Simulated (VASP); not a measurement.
# Ir (Fm-3m) in VASP: elastic constants with PBEsol

Aim: the elastic constants of Ir with PBEsol.

Everything below comes from runs of VASP 6.6.1. Logs are shortened: lines on timing, memory, paths and dates and some standing lists are left out, and cuts for length are marked.

**1. The cell of the first run**

It takes space group Fm-3m (No. 225, cubic). Conventional cell: a = 3.832 Å, b = 3.832 Å, c = 3.832 Å, α = 90.00°, β = 90.00°, γ = 90.00°. Ir (site symmetry m-3m) has 12 Ir at 2.71 Å within 3.6 Å.

**2. Elastic constants, PBEsol**

The input, INCAR:

```
SYSTEM = Ir
  PREC = Accurate
  ENCUT = 600
  EDIFF = 1E-8
  ISMEAR = -1
  SIGMA = 0.15
  LREAL = .FALSE.
  LASPH = .TRUE.
  NELM = 60
  ALGO = Normal
  ISIF = 3
  LWAVE = .FALSE.
  LCHARG = .FALSE.
  GGA = PS
  IBRION = 6
  NFREE = 2
  POTIM = 0.015
  NSW = 1
```

The input, KPOINTS:

```
Automatic mesh
0
G
  18 18 18
  0 0 0
```

The input, POSCAR:

```
Ir
1.0
    0.0000000000      1.9160556188      1.9160556188
    1.9160556188      0.0000000000      1.9160556188
    1.9160556188      1.9160556188      0.0000000000
Ir
1
Direct
    0.0000000000      0.0000000000      0.0000000000
```

Potentials or basis: VASP PAW PBE potentials, release 64 (Ir).

The run is started by

```console
> cat potpaw_PBE.64/Ir/POTCAR > POTCAR
> mpirun -np 1 vasp_std > vasp.out
```

OUTCAR:

```text
SYSTEM = Ir
   PREC = Accurate
   ENCUT = 600
   EDIFF = 1E-8
   ISMEAR = -1
   LREAL = .FALSE.
   LASPH = .TRUE.
   NELM = 60
   ISIF = 3
   GGA = PS
   IBRION = 6
   NFREE = 2
   POTIM = 0.015
   NSW = 1

 ion  position               nearest neighbor table
   1  0.000  0.000  0.000-

  LATTYP: Found a face centered cubic cell.
 ALAT       =     3.8321112376

  Lattice vectors:

 A1 = (   0.0000000000,   1.9160556188,   1.9160556188)
 A2 = (   1.9160556188,   0.0000000000,   1.9160556188)
 A3 = (   1.9160556188,   1.9160556188,   0.0000000000)

Analysis of symmetry for initial positions (statically):
=====================================================================
 Subroutine PRICEL returns:
 Original cell was already a primitive cell.

 Routine SETGRP: Setting up the symmetry group for a
 face centered cubic supercell.

 Subroutine GETGRP returns: Found 48 space group operations
 (whereof 48 operations were pure point group operations)
 out of a pool of 48 trial point group operations.

The static configuration has the point symmetry O_h .

Analysis of symmetry for dynamics (positions and initial velocities):
=====================================================================
 Subroutine PRICEL returns:
 Original cell was already a primitive cell.

 Routine SETGRP: Setting up the symmetry group for a
 face centered cubic supercell.

 Subroutine GETGRP returns: Found 48 space group operations
 (whereof 48 operations were pure point group operations)
 out of a pool of 48 trial point group operations.

The dynamic configuration has the point symmetry O_h .

 Subroutine INISYM returns: Found 48 space group operations
 (whereof 48 operations are pure point group operations),
 and found     1 'primitive' translations

----------------------------------------------------------------------------------------

                                     Primitive cell

  volume of cell :      14.0687

  direct lattice vectors                    reciprocal lattice vectors
     0.000000000  1.916055619  1.916055619    -0.260952759  0.260952759  0.260952759
     1.916055619  0.000000000  1.916055619     0.260952759 -0.260952759  0.260952759
     1.916055619  1.916055619  0.000000000     0.260952759  0.260952759 -0.260952759

  length of vectors
     2.709711842  2.709711842  2.709711842     0.451983437  0.451983437  0.451983437

  position of ions in fractional coordinates (direct lattice)
     0.000000000  0.000000000  0.000000000

  ion indices of the primitive-cell ions
   primitive index   ion index
                 1           1

----------------------------------------------------------------------------------------

 KPOINTS: Automatic mesh

Automatic generation of k-mesh.
 Grid dimensions read from file:
 generate k-points for:   18   18   18

 Generating k-lattice:

  Cartesian coordinates                     Fractional coordinates (reciprocal lattice)
    -0.014497375  0.014497375  0.014497375     0.055555556  0.000000000  0.000000000
     0.014497375 -0.014497375  0.014497375     0.000000000  0.055555556  0.000000000
     0.014497375  0.014497375 -0.014497375     0.000000000  0.000000000  0.055555556

  Length of vectors
     0.025110191  0.025110191  0.025110191
[... 94 lines left out ...]

 number of electron       9.0000000 magnetization

 Free energy of the ion-electron system (eV)
  ---------------------------------------------------
  ext. energy  EPLUGINS =         0.00000000
  ---------------------------------------------------
  free energy    TOTEN  =        -9.85506902 eV

  energy without entropy =       -9.78757102  energy(sigma->0) =       -9.82132002

------------------------ aborting loop because EDIFF is reached ----------------------------------------

  FORCE on cell =-STRESS in cart. coord.  units (eV):
  Direction    XX          YY          ZZ          XY          YZ          ZX
  --------------------------------------------------------------------------------------
  -------------------------------------------------------------------------------------
  Total        0.0986390      0.0986390      0.0986390      0.0000000      0.0000000     -0.0000000
  in kB       11.2332317     11.2332317     11.2332317      0.0000000      0.0000000     -0.0000000
  external PRESSURE =      11.2332317 kB  Pullay stress =       0.0000000 kB
[... 86 lines left out ...]
  FREE ENERGIE OF THE ION-ELECTRON SYSTEM (eV)
  ---------------------------------------------------
  free  energy   TOTEN  =        -9.8469923473 eV

  energy  without entropy=       -9.7812266954  energy(sigma->0) =       -9.81410952

[... ionic steps 4 to 12 ...]

--------------------------------------- Ionic step       13  -------------------------------------------

 number of electron       9.0000000 magnetization

------------------------ aborting loop because EDIFF is reached ----------------------------------------
[... 65 lines left out ...]
--------------------------------------- Ionic step       15  -------------------------------------------

 number of electron       9.0000000 magnetization

 Free energy of the ion-electron system (eV)
  ---------------------------------------------------
  ext. energy  EPLUGINS =         0.00000000
  ---------------------------------------------------
  free energy    TOTEN  =        -9.85506907 eV

  energy without entropy =       -9.78757111  energy(sigma->0) =       -9.82132009

 E-fermi :  10.3312     XC(G=0): -14.1339

 val. band max:       10.3111628085   @ k =  -0.4444   0.4444   0.1111
 cond. band min:      10.3374007007   @ k =  -0.3333   0.2778   0.0556
 fundamental gap:      0.0262378922
 Fermi energy:        10.3312492745

 k-point     1 :       0.0000    0.0000    0.0000
  band No.  band energies     occupation
      1      -0.9080      2.00000
      2       6.4090      2.00000
      3       6.4090      2.00000
      4       6.4090      2.00000
      5       9.1481      1.99925
      6       9.1481      1.99925
      7      24.6514      0.00000
      8      30.2568      0.00000
[... 243 lines left out ...]
 k-point    24 :      -0.2222    0.0556    0.0000
  band No.  band energies     occupation
      1       1.3226      2.00000
      2       5.7298      2.00000
      3       6.8726      2.00000
      4       6.9664      2.00000
      5       8.8483      1.99990
      6       9.7200      1.96658
      7      24.4971      0.00000
      8      27.3290      0.00000

 [... further k-points ...]

------------------------ aborting loop because EDIFF is reached ----------------------------------------

  FORCE on cell =-STRESS in cart. coord.  units (eV):
  Direction    XX          YY          ZZ          XY          YZ          ZX
  --------------------------------------------------------------------------------------
  -------------------------------------------------------------------------------------
  Total        0.0985488      0.0985488      0.0985488      0.0000000      0.0000000     -0.0000000
  in kB       11.2229677     11.2229677     11.2229677      0.0000000      0.0000000     -0.0000000
  external PRESSURE =      11.2229677 kB  Pullay stress =       0.0000000 kB
[... 16 lines left out ...]
  FREE ENERGIE OF THE ION-ELECTRON SYSTEM (eV)
  ---------------------------------------------------
  free  energy   TOTEN  =        -9.8550690692 eV

  energy  without entropy=       -9.7875711052  energy(sigma->0) =       -9.82132009

 INTERNAL STRAIN TENSORS FROM STRAINED CELLS
 ============================================

 INTERNAL STRAIN TENSOR FOR ION    1 for displacements in x,y,z  (eV/Angst):
          X           Y           Z          XY          YZ          ZX
  --------------------------------------------------------------------------------
  x    -0.00000    -0.00000     0.00000     0.00000     0.00000     0.00000
  y     0.00000     0.00000    -0.00000     0.00000     0.00000     0.00000
  z     0.00000    -0.00000    -0.00000    -0.00000     0.00000    -0.00000

 INTERNAL STRAIN TENSORS FROM DISPLACED ATOMS
 ============================================

 INTERNAL STRAIN TENSOR FOR ION    1 for displacements in x,y,z  (eV/Angst):
          X           Y           Z          XY          YZ          ZX
  --------------------------------------------------------------------------------
  x     0.00000     0.00000     0.00000     0.00000     0.00000     0.00000
  y     0.00000     0.00000     0.00000     0.00000     0.00000     0.00000
  z     0.00000     0.00000     0.00000     0.00000     0.00000     0.00000

 Eigenvectors and eigenvalues of the dynamical matrix
 ----------------------------------------------------

   1 f/i=    0.000000 THz     0.000000 2PiTHz    0.000000 cm-1     0.000000 meV
             X         Y         Z           dx          dy          dz
      0.000000  0.000000  0.000000     0.661622   -0.749838    0.000000

   2 f/i=    0.000000 THz     0.000000 2PiTHz    0.000000 cm-1     0.000000 meV
             X         Y         Z           dx          dy          dz
      0.000000  0.000000  0.000000    -0.749838   -0.661622    0.000000

   3 f/i=    0.000000 THz     0.000000 2PiTHz    0.000000 cm-1     0.000000 meV
             X         Y         Z           dx          dy          dz
      0.000000  0.000000  0.000000     0.000000    0.000000    1.000000

--------------------------------------------------------------------------------------------------------

 ELASTIC MODULI CONTR FROM IONIC RELAXATION (kBar)
 Direction    XX          YY          ZZ          XY          YZ          ZX
 --------------------------------------------------------------------------------
 XX           0.0000      0.0000      0.0000      0.0000      0.0000      0.0000
 YY           0.0000      0.0000      0.0000      0.0000      0.0000      0.0000
 ZZ           0.0000      0.0000      0.0000      0.0000      0.0000      0.0000
 XY           0.0000      0.0000      0.0000      0.0000      0.0000      0.0000
 YZ           0.0000      0.0000      0.0000      0.0000      0.0000      0.0000
 ZX           0.0000      0.0000      0.0000      0.0000      0.0000      0.0000
 --------------------------------------------------------------------------------

 TOTAL ELASTIC MODULI (kBar)
 Direction    XX          YY          ZZ          XY          YZ          ZX
 --------------------------------------------------------------------------------
 XX        6464.5090   2623.2278   2623.2278      0.0000      0.0000      0.0000
 YY        2623.2278   6464.5090   2623.2278     -0.0000      0.0000      0.0000
 ZZ        2623.2278   2623.2278   6464.5090      0.0000     -0.0000     -0.0000
 XY           0.0000     -0.0000      0.0000   2807.6418      0.0000      0.0000
 YZ           0.0000      0.0000     -0.0000      0.0000   2807.6418      0.0000
 ZX           0.0000      0.0000     -0.0000      0.0000      0.0000   2807.6418
 --------------------------------------------------------------------------------
```

Run time: 6.2 min. Hardware: 1 thread of Intel Xeon 6975P-C (Granite Rapids), shared host; peak memory 0.49 GiB.

Results:

```yaml
Elastic_constants_C11_C12_C44: 646, 262, 281 GPa
Voigt_bulk_modulus: 390 GPa
```

Elastic tensor in Voigt notation (GPa, in the Cartesian axes of the cell as first typed):
```
646 262 262   0   0   0
262 646 262   0   0   0
262 262 646   0   0   0
  0   0   0 281   0   0
  0   0   0   0 281   0
  0   0   0   0   0 281
```

Clamped-ion elastic tensor (GPa):
```
646 262 262   0   0   0
262 646 262   0   0   0
262 262 646   0   0   0
  0   0   0 281   0   0
  0   0   0   0 281   0
  0   0   0   0   0 281
```

Caveat: the cell is under stress, which shifts elastic constants; the PAW data sets were made with another functional, which shifts forces and pressure a little; spin-orbit coupling is left out, which moves the levels of the heavy elements.
